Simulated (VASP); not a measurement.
# C (Fd-3m) in VASP: a series of runs

Runs on C. Level: PBE. Tasks: single point.

Everything below comes from runs of VASP 6.6.1. Logs are shortened: lines on timing, memory, paths and dates and some standing lists are left out, and cuts for length are marked.

## 1. The cell of the first run

Symmetry: Fd-3m, No. 227, cubic system. The conventional cell has a = 3.171 Å, b = 3.171 Å, c = 3.171 Å, α = 90.00°, β = 90.00°, γ = 90.00°. Within 1.8 Å of C (site symmetry -43m) lie 4 C at 1.37 Å.

## 2. Single point, PBE (volume scaled by 0.7)

Input file INCAR:

```
SYSTEM = C
ALGO     = Normal         ! electronic algorithm
EDIFF    = 1E-7           ! SCF threshold, eV
ENCUT    = 520            ! plane-wave cutoff, eV
GGA      = PE             ! functional
ISIF     = 2              ! what is computed and relaxed
ISMEAR   = -1             ! smearing method
LASPH    = .True.         ! aspherical terms in the spheres
LCHARG   = .False.        ! write CHGCAR
LREAL    = .False.        ! projectors in reciprocal space
LWAVE    = .False.        ! write WAVECAR
NBANDS   = 11             ! bands
NELM     = 60             ! most SCF steps
PREC     = Accurate       ! precision mode
SIGMA    = 0.1            ! smearing width, eV
```

Input file KPOINTS:

```
k-points
0
Gamma
  21 21 21
  0 0 0
```

Input file POSCAR:

```
C
1.0
   -1.1211961838      1.1211961838      1.5855741768
    1.1211961838     -1.1211961838      1.5855741768
    1.1211961838      1.1211961838     -1.5855741768
C
2
Direct
   -0.3750000000     -0.1250000000     -0.2500000000
    0.3750000000      0.1250000000      0.2500000000
```

Potentials or basis: VASP PAW PBE potentials, release 64 (C).

On the command line:

```console
$ cat potpaw_PBE.64/C/POTCAR > POTCAR
$ mpirun -np 1 vasp_std > vasp.out
```

OUTCAR:

```text
SYSTEM = C
   EDIFF = 1E-7
   ENCUT = 520
   GGA = PE
   ISIF = 2
   ISMEAR = -1
   LASPH = .True.
   LREAL = .False.
   NELM = 60
   PREC = Accurate

 ion  position               nearest neighbor table
   1  0.625  0.875  0.750-   2 1.37   2 1.37   2 1.37   2 1.37
   2  0.375  0.125  0.250-   1 1.37   1 1.37   1 1.37   1 1.37

  LATTYP: Found a body centered tetragonal cell.
 ALAT       =     2.2423923676
 C/A-ratio  =     1.4141808541

  Lattice vectors:

 A1 = (  -1.1211961838,   1.1211961838,   1.5855741768)
 A2 = (   1.1211961838,  -1.1211961838,   1.5855741768)
 A3 = (   1.1211961838,   1.1211961838,  -1.5855741768)

Analysis of symmetry for initial positions (statically):
=====================================================================
 Subroutine PRICEL returns:
 Original cell was already a primitive cell.

 Routine SETGRP: Setting up the symmetry group for a
 body centered tetragonal supercell.

 Subroutine GETGRP returns: Found 16 space group operations
 (whereof  4 operations were pure point group operations)
 out of a pool of 16 trial point group operations.

The static configuration has the point symmetry C_2h.
 The point group associated with its full space group is D_4h.

Analysis of symmetry for dynamics (positions and initial velocities):
=====================================================================
 Subroutine PRICEL returns:
 Original cell was already a primitive cell.

 Routine SETGRP: Setting up the symmetry group for a
 body centered tetragonal supercell.

 Subroutine GETGRP returns: Found 16 space group operations
 (whereof  4 operations were pure point group operations)
 out of a pool of 16 trial point group operations.

The dynamic configuration has the point symmetry C_2h.
 The point group associated with its full space group is D_4h.

 Subroutine INISYM returns: Found 16 space group operations
 (whereof  4 operations are pure point group operations),
 and found     1 'primitive' translations

----------------------------------------------------------------------------------------

                                     Primitive cell

  volume of cell :       7.9728

  direct lattice vectors                    reciprocal lattice vectors
    -1.121196184  1.121196184  1.585574177     0.000000000  0.445952285  0.315343178
     1.121196184 -1.121196184  1.585574177     0.445952285  0.000000000  0.315343178
     1.121196184  1.121196184 -1.585574177     0.445952285  0.445952285  0.000000000

  length of vectors
     2.242366436  2.242366436  2.242366436     0.546181985  0.546181985  0.630671769

  position of ions in fractional coordinates (direct lattice)
     0.625000000  0.875000000  0.750000000
     0.375000000  0.125000000  0.250000000

  ion indices of the primitive-cell ions
   primitive index   ion index
                 1           1
                 2           2

----------------------------------------------------------------------------------------

 KPOINTS: k-points

Automatic generation of k-mesh.
 Grid dimensions read from file:
 generate k-points for:   21   21   21

 Generating k-lattice:

  Cartesian coordinates                     Fractional coordinates (reciprocal lattice)
     0.000000000  0.021235823  0.015016342     0.047619048  0.000000000  0.000000000
     0.021235823  0.000000000  0.015016342     0.000000000  0.047619048  0.000000000
     0.021235823  0.021235823  0.000000000     0.000000000  0.000000000  0.047619048

  Length of vectors
     0.026008666  0.026008666  0.030031989

  Shift w.r.t. Gamma in fractional coordinates (k-lattice)
     0.000000000  0.000000000  0.000000000

 Subroutine IBZKPT returns following result:
 ===========================================

 Found    726 irreducible k-points:

 Following reciprocal coordinates:
            Coordinates               Weight
  0.000000  0.000000  0.000000      1.000000
  0.047619  0.000000  0.000000      8.000000
  0.095238  0.000000 -0.000000      8.000000
  0.142857  0.000000 -0.000000      8.000000
  0.190476  0.000000 -0.000000      8.000000
  0.238095 -0.000000  0.000000      8.000000
[... 16 lines left out ...]
 -0.428571  0.047619 -0.000000     16.000000
 -0.380952  0.047619  0.000000     16.000000
 [... further k-points ...]
   k-points           NKPTS =    726   k-points in BZ     NKDIM =    726   number of bands    NBANDS=     11
   number of dos      NEDOS =    301   number of ions     NIONS =      2
   total plane-waves  NPLWV =   5832
   dimension x,y,z NGX =    18 NGY =   18 NGZ =   18
   dimension x,y,z NGXF=    36 NGYF=   36 NGZF=   36
   ions per type =               2
   NGX,Y,Z   is equivalent  to a cutoff of  13.34, 13.34, 13.34 a.u.
   NGXF,Y,Z  is equivalent  to a cutoff of  26.69, 26.69, 26.69 a.u.
 SYSTEM =  C
   PREC   = accura    normal or accurate (medium, high low for compatibility)
   ISTART =      0    job   : 0-new  1-cont  2-samecut
   ICHARG =      2    charge: 1-file 2-atom 10-const
   ISPIN  =      1    spin polarized calculation?
   LNONCOLLINEAR =      F non collinear calculations
   LSORBIT =      F    spin-orbit coupling
   LASPH  =      T    aspherical Exc in radial PAW
   ENCUT  =  520.0 eV  38.22 Ry    6.18 a.u.   4.17  4.17  4.17*2*pi/ulx,y,z
   NELM   =     60;   NELMIN=  2; NELMDL= -5     # of ELM steps
   EDIFF  = 0.1E-06   stopping-criterion for ELM
   LREAL  =      F    real-space projection
   EDIFFG = 0.1E-05   stopping-criterion for IOM
   NSW    =      0    number of steps for IOM
   IBRION =     -1    ionic relax: 0-MD 1-quasi-New 2-CG
   NFREE  =      0    steps in history (QN), initial steepest desc. (CG)
   ISIF   =      2    stress and relaxation
   ISYM   =      2    0-nonsym 1-usesym 2-fastsym
   POTIM  = 0.5000    time-step for ionic-motion
   TEBEG  =    0.0;   TEEND  =   0.0 temperature during run
   PSTRESS=    0.0 pullay stress
   NELECT =       8.0000    total number of electrons
   NUPDOWN=      -1.0000    fix difference up-down
   EMIN   =  10.00;   EMAX   =-10.00  energy-range for DOS
   EFERMI =   0.00;   METHOD = LEGACY
   ISMEAR =    -1;   SIGMA  =   0.10  broadening in eV -4-tet -1-fermi 0-gaus
   EFERMI_NEDOS =   21; number of points for ismear=-14 and -15
   IALGO  =     38    algorithm
   IMIX   =      4    mixing-type and parameters
     AMIX     =   0.40;   BMIX     =  1.00
     AMIX_MAG =   1.60;   BMIX_MAG =  1.00
  volume/ion in A,a.u.               =       3.99        26.90
  Fermi-wavevector in a.u.,A,eV,Ry     =   1.638960  3.097184 36.547812  2.686188
  Thomas-Fermi vector in A             =   2.729845
   LORBIT       =      0    0 simple, 1 ext, 2 COOP (PROOUT), +10 PAW based schemes
   GGA     = PE    functional components
   LHFCALC =     F    Hartree Fock is set to
   AEXX    =    0.0000 exact exchange contribution
   IVDW    =     0    specifies the selected vdW correction
   LEPSILON=     F    determine dielectric tensor
   LRPA    =     F    only Hartree local field effects (RPA)
 non-spin polarized calculation
  energy-cutoff  :      520.00
  volume of cell :        7.97
 maximum number of plane-waves:       222
 NGX is ok and might be reduce to    18
   NGX =  9   NGY =  9   NGZ =  9

 number of electron       8.0000001 magnetization

 Free energy of the ion-electron system (eV)
  ---------------------------------------------------
  ext. energy  EPLUGINS =         0.00000000
  ---------------------------------------------------
  free energy    TOTEN  =       -15.77324631 eV

  energy without entropy =      -15.77324631  energy(sigma->0) =      -15.77324631

 E-fermi :  17.2627     XC(G=0): -15.0972

 val. band max:       15.5493033365   @ k =   0.0000   0.0000   0.0000
 cond. band min:      20.5379182822   @ k =  -0.3810  -0.3810   0.3810
 fundamental gap:      4.9886149457
 Fermi energy:        17.2627270024

 k-point     1 :       0.0000    0.0000    0.0000
  band No.  band energies     occupation
      1     -11.2845      2.00000
      2      15.5489      2.00000
      3      15.5489      2.00000
      4      15.5493      2.00000
      5      22.1217      0.00000
      6      22.1221      0.00000
      7      22.1221      0.00000
      8      37.7511      0.00000
      9      40.1191      0.00000
     10      46.3843      0.00000
     11      46.3858      0.00000

 k-point     2 :       0.0476    0.0000    0.0000
  band No.  band energies     occupation
      1     -11.2062      2.00000
      2      14.9363      2.00000
      3      15.3807      2.00000
      4      15.3810      2.00000
      5      22.3393      0.00000
      6      22.3395      0.00000
      7      22.5870      0.00000
      8      37.6388      0.00000
      9      40.2377      0.00000
     10      44.7797      0.00000
     11      44.7810      0.00000

 k-point     3 :       0.0952    0.0000   -0.0000
  band No.  band energies     occupation
      1     -10.9703      2.00000
      2      13.4639      2.00000
      3      14.9468      2.00000
      4      14.9472      2.00000
      5      22.9077      0.00000
      6      22.9079      0.00000
      7      23.6300      0.00000
      8      37.3307      0.00000
      9      40.5592      0.00000
     10      43.1158      0.00000
     11      43.1169      0.00000

 k-point     4 :       0.1429    0.0000   -0.0000
  band No.  band energies     occupation
      1     -10.5776      2.00000
      2      11.6021      2.00000
      3      14.3807      2.00000
      4      14.3810      2.00000
      5      23.6460      0.00000
      6      23.6462      0.00000
      7      24.8079      0.00000
      8      36.8883      0.00000
      9      41.0057      0.00000
     10      41.8735      0.00000
     11      41.8744      0.00000
[... 239 lines left out ...]
 k-point    22 :      -0.4762    0.0476    0.0000
  band No.  band energies     occupation
      1      -4.0332      2.00000
      2      -1.3055      2.00000
      3      11.4979      2.00000
      4      11.5501      2.00000
      5      25.2226      0.00000
      6      25.8440      0.00000
      7      29.8285      0.00000
      8      34.4596      0.00000
      9      43.0014      0.00000
     10      46.2135      0.00000
     11      47.2415      0.00000

 k-point    23 :      -0.4286    0.0476   -0.0000
  band No.  band energies     occupation
      1      -5.3995      2.00000
      2       0.4039      2.00000
      3      11.5152      2.00000
      4      11.8139      2.00000
      5      25.1472      0.00000
      6      26.0105      0.00000
      7      29.5577      0.00000
      8      34.5102      0.00000
      9      42.5696      0.00000
     10      44.7944      0.00000
     11      46.3691      0.00000

 k-point    24 :      -0.3810    0.0476    0.0000
  band No.  band energies     occupation
      1      -6.6438      2.00000
      2       2.2425      2.00000
      3      11.6448      2.00000
      4      12.1718      2.00000
      5      25.0699      0.00000
      6      26.1522      0.00000
      7      29.1014      0.00000
      8      34.5968      0.00000
      9      41.8301      0.00000
     10      43.6925      0.00000
     11      44.9729      0.00000

 [... further k-points ...]
[... 5 lines left out ...]
  --------------------------------------------------------------------------------------
  -------------------------------------------------------------------------------------
  Total       14.6794916     14.6794916     14.6809877     -0.0000000      0.0000000      0.0000000
  in kB     2949.9307484   2949.9307484   2950.2313968     -0.0000000      0.0000000      0.0000000
  external PRESSURE =    2950.0309645 kB  Pullay stress =       0.0000000 kB

 VOLUME and BASIS-vectors are now :
 -----------------------------------------------------------------------------
  energy-cutoff  :      520.00
  volume of cell :        7.97
      direct lattice vectors                 reciprocal lattice vectors
    -1.121196184  1.121196184  1.585574177     0.000000000  0.445952285  0.315343178
     1.121196184 -1.121196184  1.585574177     0.445952285  0.000000000  0.315343178
     1.121196184  1.121196184 -1.585574177     0.445952285  0.445952285  0.000000000

 POSITION                                       TOTAL-FORCE (eV/Angst)
 -----------------------------------------------------------------------------------
      1.12120      0.56060      1.18918        -0.000000      0.000000     -0.000000
      0.00000      0.56060      0.39639         0.000000     -0.000000      0.000000
 -----------------------------------------------------------------------------------
    total drift:                                0.000000     -0.000000      0.000000

  FREE ENERGIE OF THE ION-ELECTRON SYSTEM (eV)
  ---------------------------------------------------
  free  energy   TOTEN  =       -15.7732463121 eV

  energy  without entropy=      -15.7732463120  energy(sigma->0) =      -15.77324631
```

It took 61 s on 1 thread of Intel Xeon Platinum 8488C (Sapphire Rapids), shared host; peak memory 0.15 GiB.

Results:

```yaml
Free_energy: -15.7732 eV
Pressure: 295.0 GPa
Band_gap_on_the_k_mesh: 4.99 eV, indirect (least direct gap 6.57 eV)
```

Levels at points of the mesh, in eV from the valence-band top:
| k point | band 1 | band 2 | band 3 | band 4 | band 5 | band 6 | band 7 | band 8 | band 9 |
| --- | --- | --- | --- | --- | --- | --- | --- | --- | --- |
| (0.00, 0.00, 0.00) | -26.83 | 0.00 | 0.00 | 0.00 | 6.57 | 6.57 | 6.57 | 22.20 | 24.57 |

Caveat: the cell differs from its parent crystal (volume scaled by 0.7). A k mesh can miss the band edges.

## 3. Single point, PBE (volume scaled by 0.9)

Input file INCAR:

```
PREC = Accurate
ENCUT = 520
EDIFF = 1E-7
ISMEAR = -1
SIGMA = 0.1
LREAL = False
LASPH = True
NELM = 100
ALGO = Normal
ISIF = 2
LWAVE = False
LCHARG = False
GGA = PE
NBANDS = 11
```

Input file KPOINTS:

```
Automatic mesh
0
Gamma
  21 21 21
```

Input file POSCAR:

```
C
1.0
   -1.2191667246      1.2191667246      1.7241222397
    1.2191667246     -1.2191667246      1.7241222397
    1.2191667246      1.2191667246     -1.7241222397
C
2
Direct
   -0.3750000000     -0.1250000000     -0.2500000000
    0.3750000000      0.1250000000      0.2500000000
```

Potentials or basis: VASP PAW PBE potentials, release 64 (C).

On the command line:

```console
$ cat potpaw_PBE.64/C/POTCAR > POTCAR
$ mpirun -np 1 vasp_std > vasp.out
```

Run time: 42 s. Hardware: 1 thread of Intel Xeon Platinum 8488C (Sapphire Rapids), shared host; peak memory 0.17 GiB.

Results (log left out):

```
Free energy            : -17.9965 eV
Pressure               : 56.5 GPa
Band gap on the k mesh : 4.36 eV, indirect (least direct gap 5.87 eV)
```

Levels at points of the mesh, in eV from the valence-band top:
| k point | band 1 | band 2 | band 3 | band 4 | band 5 | band 6 | band 7 | band 8 |
| --- | --- | --- | --- | --- | --- | --- | --- | --- |
| (0.00, 0.00, 0.00) | -22.89 | 0.00 | 0.00 | 0.00 | 5.87 | 5.87 | 5.87 | 15.73 |

Caveat: the cell differs from its parent crystal (volume scaled by 0.9). A k mesh can miss the band edges.

## 4. Single point, PBE

This run uses another cell than the first one, of 5.69 Å³/atom, 1.429 times its volume.

Input file INCAR:

```
SYSTEM = C
PREC = Accurate ; ENCUT = 520
EDIFF = 1E-6 ; ISMEAR = -1
SIGMA = 0.1 ; LREAL = .FALSE.
LASPH = .TRUE. ; NELM = 80
ALGO = Normal ; ISIF = 2
LWAVE = .FALSE. ; LCHARG = .FALSE.
GGA = PE ; NBANDS = 11
```

Input file KPOINTS:

```
Automatic mesh
0
G
  21 21 21
  0 0 0
```

Input file POSCAR:

```
C
1.0
   -1.2627448256      1.2627448256      1.7857495558
    1.2627448256     -1.2627448256      1.7857495558
    1.2627448256      1.2627448256     -1.7857495558
C
2
Direct
   -0.3750000000     -0.1250000000     -0.2500000000
    0.3750000000      0.1250000000      0.2500000000
```

Potentials or basis: VASP PAW PBE potentials, release 64 (C).

On the command line:

```console
$ cat potpaw_PBE.64/C/POTCAR > POTCAR
$ mpirun -np 1 vasp_std > vasp.out
```

OUTCAR:

```text
SYSTEM = C
   PREC = Accurate
   ENCUT = 520
   EDIFF = 1E-6
   ISMEAR = -1
   LREAL = .FALSE.
   LASPH = .TRUE.
   NELM = 80
   ISIF = 2
   GGA = PE

 ion  position               nearest neighbor table
   1  0.625  0.875  0.750-   2 1.55   2 1.55   2 1.55   2 1.55
   2  0.375  0.125  0.250-   1 1.55   1 1.55   1 1.55   1 1.55

  LATTYP: Found a body centered tetragonal cell.
 ALAT       =     2.5254896512
 C/A-ratio  =     1.4141808540

  Lattice vectors:

 A1 = (  -1.2627448256,   1.2627448256,   1.7857495558)
 A2 = (   1.2627448256,  -1.2627448256,   1.7857495558)
 A3 = (   1.2627448256,   1.2627448256,  -1.7857495558)

Analysis of symmetry for initial positions (statically):
=====================================================================
 Subroutine PRICEL returns:
 Original cell was already a primitive cell.

 Routine SETGRP: Setting up the symmetry group for a
 body centered tetragonal supercell.

 Subroutine GETGRP returns: Found 16 space group operations
 (whereof  4 operations were pure point group operations)
 out of a pool of 16 trial point group operations.

The static configuration has the point symmetry C_2h.
[... 166 lines left out ...]
 fundamental gap:      4.1283039882
 Fermi energy:        11.5798387466

 k-point     1 :       0.0000    0.0000    0.0000
  band No.  band energies     occupation
      1     -11.7514      2.00000
      2       9.6713      2.00000
      3       9.6713      2.00000
      4       9.6717      2.00000
      5      15.2502      0.00000
      6      15.2504      0.00000
      7      15.2504      0.00000
      8      22.9108      0.00000
      9      28.9137      0.00000
     10      36.1611      0.00000
     11      36.1623      0.00000
[... 309 lines left out ...]
 k-point    24 :      -0.3810    0.0476   -0.0000
  band No.  band energies     occupation
      1      -8.1154      2.00000
      2      -0.6256      2.00000
      3       6.8753      2.00000
      4       7.1782      2.00000
      5      17.6787      0.00000
      6      18.4478      0.00000
      7      18.5233      0.00000
      8      24.8559      0.00000
      9      30.6930      0.00000
     10      32.5246      0.00000
     11      34.4550      0.00000

 [... further k-points ...]
[... 5 lines left out ...]
  --------------------------------------------------------------------------------------
  -------------------------------------------------------------------------------------
  Total        0.0475067      0.0475067      0.0490319      0.0000000      0.0000000      0.0000000
  in kB        6.6827301      6.6827301      6.8972793      0.0000000      0.0000000      0.0000000
  external PRESSURE =       6.7542465 kB  Pullay stress =       0.0000000 kB

 VOLUME and BASIS-vectors are now :
 -----------------------------------------------------------------------------
  energy-cutoff  :      520.00
  volume of cell :       11.39
      direct lattice vectors                 reciprocal lattice vectors
    -1.262744826  1.262744826  1.785749556     0.000000000  0.395962818  0.279994470
     1.262744826 -1.262744826  1.785749556     0.395962818  0.000000000  0.279994470
     1.262744826  1.262744826 -1.785749556     0.395962818  0.395962818  0.000000000

 POSITION                                       TOTAL-FORCE (eV/Angst)
 -----------------------------------------------------------------------------------
      1.26274      0.63137      1.33931         0.000000     -0.000000     -0.000000
      0.00000      0.63137      0.44644        -0.000000      0.000000      0.000000
 -----------------------------------------------------------------------------------
    total drift:                                0.000000     -0.000000     -0.000000

  FREE ENERGIE OF THE ION-ELECTRON SYSTEM (eV)
  ---------------------------------------------------
  free  energy   TOTEN  =       -18.1857709741 eV

  energy  without entropy=      -18.1857709740  energy(sigma->0) =      -18.18577097
```

stdout:

```text
POSCAR found type information on POSCAR C
 POSCAR found :  1 types and       2 ions
 scaLAPACK will be used
 LDA part: xc-table for (Slater+PW92), standard interpolation
 POSCAR, INCAR and KPOINTS ok, starting setup
 FFT: planning ... GRIDC
 FFT: planning ... GRID_SOFT
 FFT: planning ... GRID
 WAVECAR not read
 entering main loop
```

It took 59 s on 1 thread of Intel Xeon Platinum 8488C (Sapphire Rapids), shared host; peak memory 0.18 GiB.

What came out:

```
Free energy            : -18.1858 eV
Pressure               : 0.7 GPa
Band gap on the k mesh : 4.13 eV, indirect (least direct gap 5.58 eV)
```

A k mesh can miss the band edges.

(Continued in part 2 of 2.)
